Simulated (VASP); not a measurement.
Input of a VASP 6.6.1 run:

The input INCAR:

```
SYSTEM = Cs
PREC = Accurate
ENCUT = 520
EDIFF = 1E-7
ISMEAR = -1
SIGMA = 0.05
LREAL = .FALSE.
LASPH = .TRUE.
NELM = 80
ALGO = Normal
ISIF = 2
LWAVE = .FALSE.
LCHARG = .FALSE.
GGA = PS
NBANDS = 26
```

KPOINTS

```
Automatic mesh
0
G
  8 8 3
  0 0 0
```

The input POSCAR:

```
Cs
1.0
    4.3323444311      0.0000000000      0.0000000000
   -2.1661722155      3.7519203352      0.0000000000
    0.0000000000      0.0000000000     14.1286563518
Cs
4
Direct
    0.0000000000      0.0000000000      0.0000000000
    0.0000000000      0.0000000000      0.5000000000
    0.3333333333      0.6666666667      0.2500000000
    0.6666666667      0.3333333333      0.7500000000
```

Potentials or basis: VASP PAW PBE potentials, release 64 (Cs_sv).

The run is started by

```console
$ cat potpaw_PBE.64/Cs_sv/POTCAR > POTCAR
$ mpirun -np 1 vasp_std > vasp.out
```

(1) What does it give for the pressure?

(2) Estimate the band gap on the k mesh.

Results:

(1) 2.9 GPa.

(2) zero (bands 18 and 19 overlap by 1.37 eV).

Caveat: the PAW data sets were made with another functional, which shifts forces and pressure a little; spin-orbit coupling is left out, which moves the levels of the heavy elements.
